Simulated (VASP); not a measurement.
# CdSe: single point with LDA

Crystal: CdSe.

```xyz
2
Lattice="0.0000 3.0051 3.0051 3.0051 0.0000 3.0051 3.0051 3.0051 0.0000" Properties=species:S:1:pos:R:3 pbc="T T T"
Cd    0.0000    0.0000    0.0000
Se    1.5025    1.5025    1.5025
```

```
Program             : VASP 6.6.1
Task                : single point
Functional          : LDA
Potentials or basis : VASP PAW LDA potentials, release 64 (Cd, Se)
Cutoff              : 500 eV
k mesh              : 5 × 5 × 5
Occupations         : gaussian, width 0.01 eV
Spin                : no spin polarisation
```

```yaml
Pressure: 0.5 GPa
Band_gap_on_the_k_mesh: 0.43 eV
```

Levels at points of the mesh, in eV from the valence-band top:
```tsv
k point	band 5	band 6	band 7	band 8	band 9	band 10	band 11	band 12	band 13	band 14
(0.00, 0.00, 0.00)	-7.68	-7.68	0.00	0.00	0.00	0.43	5.79	5.79	5.79	9.63
```

It took 4 s on 1 thread of Intel(R) Xeon(R) 6975P-C (Granite Rapids) (shared host), peak memory 0.15 GiB.

Caveat: semilocal functionals underestimate gaps, and a narrow one can read as zero.
